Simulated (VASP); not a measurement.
# Al12N in VASP: single point with PBE

Aim: the single point of Al12N with PBE.

Program: VASP 6.6.1. These are calculated values, not measurements. Logs are shortened: lines on timing, memory, paths and dates and some standing lists are left out, and cuts for length are marked.

## Step 1: The cell of the first run

The cell holds a slab with vacuum, 13 atoms: a = 5.714 Å, b = 5.714 Å, c = 19.675 Å, α = 90.00°, β = 90.00°, γ = 90.00°.

## Step 2: Single point, PBE

The input, INCAR:

```
SYSTEM = Al12N
PREC = Accurate
ENCUT = 520
EDIFF = 1E-6
ISMEAR = 0
SIGMA = 0.1
LREAL = .False.
LASPH = .True.
NELM = 60
ALGO = Normal
ISIF = 2
LWAVE = .False.
LCHARG = .True.
LDIPOL = .True.
IDIPOL = 3
DIPOL = 0.5 0.5 0.322
GGA = PE
LELF = .True.
LVHAR = .True.
LVACPOTAV = .True.
NBANDS = 32
```

The input, KPOINTS:

```
regular mesh
0
Gamma
  5 5 1
  0 0 0
```

The input, POSCAR:

```
Al12N
1.0
    5.7143028096      0.0000000000      0.0000000000
    0.0000000000      5.7143028096      0.0000000000
    0.0000000000      0.0000000000     19.6750228481
Al N
12 1
Direct
    0.2500000000      0.2500000000      0.2033034488
    0.2500000000      0.7500000000      0.2033034488
    0.7500000000      0.2500000000      0.2033034488
    0.7500000000      0.7500000000      0.2033034488
    0.0000000000      0.0000000000      0.3092772432
    0.0000000000      0.5000000000      0.3092772432
    0.5000000000      0.0000000000      0.3092772432
    0.5000000000      0.5000000000      0.3092772432
    0.2500000000      0.2500000000      0.4155025847
    0.2500000000      0.7500000000      0.4155025847
    0.7500000000      0.2500000000      0.4155025847
    0.7500000000      0.7500000000      0.4155025847
    0.2500000000      0.5000000000      0.4706597326
```

Potentials or basis: VASP PAW PBE potentials, release 64 (Al, N).

The run is started by

```console
> cat potpaw_PBE.64/Al/POTCAR potpaw_PBE.64/N/POTCAR > POTCAR
> mpirun -np 1 vasp_std > vasp.out
```

OUTCAR:

```text
SYSTEM = Al12N
   PREC = Accurate
   ENCUT = 520
   EDIFF = 1E-6
   ISMEAR = 0
   LREAL = .False.
   LASPH = .True.
   NELM = 60
   ISIF = 2
   GGA = PE

 ion  position               nearest neighbor table
   1  0.250  0.250  0.203-   2 2.86   3 2.86   2 2.86   3 2.86   7 2.90   8 2.90   5 2.90   6 2.90

   2  0.250  0.750  0.203-   1 2.86   4 2.86   1 2.86   4 2.86   7 2.90   8 2.90   5 2.90   6 2.90

   3  0.750  0.250  0.203-   1 2.86   4 2.86   4 2.86   1 2.86   7 2.90   8 2.90   5 2.90   6 2.90
[... 4 lines left out ...]
                            11 2.91  12 2.91   9 2.91  10 2.91
   6  0.000  0.500  0.309-   5 2.86   8 2.86   5 2.86   8 2.86   1 2.90   2 2.90   3 2.90   4 2.90
                            11 2.91  12 2.91   9 2.91  10 2.91
   7  0.500  0.000  0.309-   5 2.86   8 2.86   8 2.86   5 2.86   1 2.90   2 2.90   3 2.90   4 2.90
                            11 2.91  12 2.91   9 2.91  10 2.91
   8  0.500  0.500  0.309-   6 2.86   7 2.86   7 2.86   6 2.86   1 2.90   2 2.90   3 2.90   4 2.90
                            11 2.91  12 2.91   9 2.91  10 2.91
   9  0.250  0.250  0.416-  13 1.79  11 2.86  10 2.86  10 2.86  11 2.86   6 2.91   7 2.91   8 2.91
                             5 2.91
  10  0.250  0.750  0.416-  13 1.79  12 2.86   9 2.86   9 2.86  12 2.86   6 2.91   7 2.91   8 2.91
                             5 2.91
  11  0.750  0.250  0.416-   9 2.86  12 2.86  12 2.86   9 2.86   5 2.91   6 2.91   7 2.91   8 2.91

  12  0.750  0.750  0.416-  10 2.86  11 2.86  11 2.86  10 2.86   5 2.91   6 2.91   7 2.91   8 2.91

  13  0.250  0.500  0.471-   9 1.79  10 1.79

  LATTYP: Found a simple tetragonal cell.
 ALAT       =     5.7143028096
 C/A-ratio  =     3.4431186977

  Lattice vectors:

 A1 = (   5.7143028096,   0.0000000000,   0.0000000000)
 A2 = (   0.0000000000,   5.7143028096,   0.0000000000)
 A3 = (   0.0000000000,   0.0000000000,  19.6750228481)

Analysis of symmetry for initial positions (statically):
=====================================================================
 Subroutine PRICEL returns:
 Original cell was already a primitive cell.

 Routine SETGRP: Setting up the symmetry group for a
 simple tetragonal supercell.

 Subroutine GETGRP returns: Found  4 space group operations
 (whereof  2 operations were pure point group operations)
 out of a pool of 16 trial point group operations.

The static configuration has the point symmetry C_1h.
 The point group associated with its full space group is C_2v.

Analysis of symmetry for dynamics (positions and initial velocities):
=====================================================================
 Subroutine PRICEL returns:
 Original cell was already a primitive cell.

 Routine SETGRP: Setting up the symmetry group for a
 simple tetragonal supercell.

 Subroutine GETGRP returns: Found  4 space group operations
 (whereof  2 operations were pure point group operations)
 out of a pool of 16 trial point group operations.

The dynamic configuration has the point symmetry C_1h.
 The point group associated with its full space group is C_2v.

 Subroutine INISYM returns: Found  4 space group operations
 (whereof  2 operations are pure point group operations),
 and found     1 'primitive' translations

----------------------------------------------------------------------------------------

                                     Primitive cell

  volume of cell :     642.4536

  direct lattice vectors                    reciprocal lattice vectors
     5.714302810  0.000000000  0.000000000     0.174999476  0.000000000  0.000000000
     0.000000000  5.714302810  0.000000000     0.000000000  0.174999476  0.000000000
     0.000000000  0.000000000 19.675022848     0.000000000  0.000000000  0.050825862

  length of vectors
     5.714302810  5.714302810 19.675022848     0.174999476  0.174999476  0.050825862

  position of ions in fractional coordinates (direct lattice)
     0.250000000  0.250000000  0.203303449
     0.250000000  0.750000000  0.203303449
     0.750000000  0.250000000  0.203303449
     0.750000000  0.750000000  0.203303449
     0.000000000  0.000000000  0.309277243
     0.000000000  0.500000000  0.309277243
     0.500000000  0.000000000  0.309277243
     0.500000000  0.500000000  0.309277243
     0.250000000  0.250000000  0.415502585
     0.250000000  0.750000000  0.415502585
     0.750000000  0.250000000  0.415502585
     0.750000000  0.750000000  0.415502585
     0.250000000  0.500000000  0.470659733

[... 34 lines left out ...]
  Shift w.r.t. Gamma in fractional coordinates (k-lattice)
     0.000000000  0.000000000  0.000000000

 Subroutine IBZKPT returns following result:
 ===========================================

 Found      9 irreducible k-points:

 Following reciprocal coordinates:
            Coordinates               Weight
  0.000000  0.000000  0.000000      1.000000
  0.200000  0.000000  0.000000      2.000000
  0.000000  0.200000  0.000000      2.000000
  0.400000  0.000000  0.000000      2.000000
  0.000000  0.400000  0.000000      2.000000
  0.200000  0.200000  0.000000      4.000000
  0.400000  0.200000  0.000000      4.000000
 -0.200000  0.400000  0.000000      4.000000
  0.400000  0.400000  0.000000      4.000000
   k-points           NKPTS =      9   k-points in BZ     NKDIM =      9   number of bands    NBANDS=     32
   number of dos      NEDOS =    301   number of ions     NIONS =     13
   total plane-waves  NPLWV = 264600
   dimension x,y,z NGX =    42 NGY =   42 NGZ =  150
   dimension x,y,z NGXF=    84 NGYF=   84 NGZF=  300
   ions per type =              12   1
   NGX,Y,Z   is equivalent  to a cutoff of  12.22, 12.22, 12.67 a.u.
   NGXF,Y,Z  is equivalent  to a cutoff of  24.44, 24.44, 25.35 a.u.
 SYSTEM =  Al12N
   PREC   = accura    normal or accurate (medium, high low for compatibility)
   ISTART =      0    job   : 0-new  1-cont  2-samecut
   ICHARG =      2    charge: 1-file 2-atom 10-const
   ISPIN  =      1    spin polarized calculation?
   LNONCOLLINEAR =      F non collinear calculations
   LSORBIT =      F    spin-orbit coupling
   LASPH  =      T    aspherical Exc in radial PAW
   ENCUT  =  520.0 eV  38.22 Ry    6.18 a.u.  10.62 10.62 36.58*2*pi/ulx,y,z
   NELM   =     60;   NELMIN=  2; NELMDL= -5     # of ELM steps
   EDIFF  = 0.1E-05   stopping-criterion for ELM
   LREAL  =      F    real-space projection
   EDIFFG = 0.1E-04   stopping-criterion for IOM
   NSW    =      0    number of steps for IOM
   IBRION =     -1    ionic relax: 0-MD 1-quasi-New 2-CG
   NFREE  =      0    steps in history (QN), initial steepest desc. (CG)
   ISIF   =      2    stress and relaxation
   ISYM   =      2    0-nonsym 1-usesym 2-fastsym
   POTIM  = 0.5000    time-step for ionic-motion
   TEBEG  =    0.0;   TEEND  =   0.0 temperature during run
   PSTRESS=    0.0 pullay stress
   NELECT =      41.0000    total number of electrons
   NUPDOWN=      -1.0000    fix difference up-down
   EMIN   =  10.00;   EMAX   =-10.00  energy-range for DOS
   EFERMI =   0.00;   METHOD = LEGACY
   ISMEAR =     0;   SIGMA  =   0.10  broadening in eV -4-tet -1-fermi 0-gaus
   EFERMI_NEDOS =   21; number of points for ismear=-14 and -15
   IALGO  =     38    algorithm
   IMIX   =      4    mixing-type and parameters
     AMIX     =   0.40;   BMIX     =  1.00
     AMIX_MAG =   1.60;   BMIX_MAG =  1.00
  volume/ion in A,a.u.               =      49.42       333.50
  Fermi-wavevector in a.u.,A,eV,Ry     =   0.654218  1.236292  5.823302  0.428001
  Thomas-Fermi vector in A             =   1.724706
   LORBIT       =      0    0 simple, 1 ext, 2 COOP (PROOUT), +10 PAW based schemes
   GGA     = PE    functional components
   LHFCALC =     F    Hartree Fock is set to
   AEXX    =    0.0000 exact exchange contribution
   IVDW    =     0    specifies the selected vdW correction
   LEPSILON=     F    determine dielectric tensor
   LRPA    =     F    only Hartree local field effects (RPA)
 non-spin polarized calculation
 Gauss-broadening in eV      SIGMA  =   0.10
  energy-cutoff  :      520.00
  volume of cell :      642.45
 maximum number of plane-waves:     17320
   NGX = 21   NGY = 21   NGZ = 73

 dipolmoment           0.000000      0.000000     -0.140580 electrons x Angstroem

 number of electron      41.0000000 magnetization

 dipolmoment           0.000000      0.000000      0.185225 electrons x Angstroem

 Free energy of the ion-electron system (eV)
  ---------------------------------------------------
  ext. energy  EPLUGINS =         0.00000000
  ---------------------------------------------------
  free energy    TOTEN  =       -48.74308474 eV

  energy without entropy =      -48.70292104  energy(sigma->0) =      -48.72300289

 E-fermi :  -0.7283     XC(G=0):  -4.2644

 val. band max:       -0.7299702159   @ k =   0.0000   0.0000   0.0000
 cond. band min:      -0.6941378967   @ k =   0.4000   0.4000   0.0000
 fundamental gap:      0.0358323192
 Fermi energy:        -0.7283099688

 k-point     1 :       0.0000    0.0000    0.0000
  band No.  band energies     occupation
      1     -14.1764      2.00000
      2     -10.7356      2.00000
      3      -8.4683      2.00000
      4      -6.5596      2.00000
      5      -6.4373      2.00000
      6      -6.3960      2.00000
[... 304 lines left out ...]
     31       2.1066      0.00000
     32       2.5111      0.00000

------------------------ aborting loop because EDIFF is reached ----------------------------------------

  FORCE on cell =-STRESS in cart. coord.  units (eV):
  Direction    XX          YY          ZZ          XY          YZ          ZX
  --------------------------------------------------------------------------------------
  -------------------------------------------------------------------------------------
  Total       -4.3580394     -8.6722163     -0.2580865      0.0000000      0.0000000      0.0000000
  in kB      -10.8682593    -21.6271324     -0.6436269      0.0000000      0.0000000      0.0000000
  external PRESSURE =     -11.0463395 kB  Pullay stress =       0.0000000 kB

 VOLUME and BASIS-vectors are now :
 -----------------------------------------------------------------------------
  energy-cutoff  :      520.00
  volume of cell :      642.45
      direct lattice vectors                 reciprocal lattice vectors
     5.714302810  0.000000000  0.000000000     0.174999476  0.000000000  0.000000000
     0.000000000  5.714302810  0.000000000     0.000000000  0.174999476  0.000000000
     0.000000000  0.000000000 19.675022848     0.000000000  0.000000000  0.050825862

 POSITION                                       TOTAL-FORCE (eV/Angst)
 -----------------------------------------------------------------------------------
      1.42858      1.42858      4.00000         0.000000     -0.178681      0.073943
      1.42858      4.28573      4.00000         0.000000      0.178681      0.073943
      4.28573      1.42858      4.00000         0.000000      0.058277      0.045083
      4.28573      4.28573      4.00000         0.000000     -0.058277      0.045083
      0.00000      0.00000      6.08504        -0.099318      0.000000      0.024354
      0.00000      2.85715      6.08504        -0.176647      0.000000     -0.201327
      2.85715      0.00000      6.08504         0.099318      0.000000      0.024354
      2.85715      2.85715      6.08504         0.176647      0.000000     -0.201327
      1.42858      1.42858      8.17502         0.000000     -0.293922      0.193949
      1.42858      4.28573      8.17502         0.000000      0.293922      0.193949
      4.28573      1.42858      8.17502         0.000000     -0.102909     -0.142682
      4.28573      4.28573      8.17502         0.000000      0.102909     -0.142682
      1.42858      2.85715      9.26024         0.000000      0.000000      0.013359
 -----------------------------------------------------------------------------------
    total drift:                                0.000000      0.000000      0.000181

  FREE ENERGIE OF THE ION-ELECTRON SYSTEM (eV)
  ---------------------------------------------------
  free  energy   TOTEN  =       -48.7430847408 eV

  energy  without entropy=      -48.7029210360  energy(sigma->0) =      -48.72300289

 vacuum level on the upper side and lower side of the slab         4.643         3.616
```

Run time: 8.6 min. Hardware: 1 thread of Intel Xeon Platinum 8488C (Sapphire Rapids), shared host; peak memory 0.63 GiB.

Results:

```
Free energy   : -48.7431 eV
Largest force : 0.352 eV/Å
```

Forces on the atoms (eV/Å):
```
Al   0.000 -0.179  0.074
Al   0.000  0.179  0.074
Al   0.000  0.058  0.045
Al   0.000 -0.058  0.045
Al  -0.099  0.000  0.024
Al  -0.177  0.000 -0.201
Al   0.099  0.000  0.024
Al   0.177  0.000 -0.201
Al   0.000 -0.294  0.194
Al   0.000  0.294  0.194
Al   0.000 -0.103 -0.143
Al   0.000  0.103 -0.143
N    0.000  0.000  0.013
```
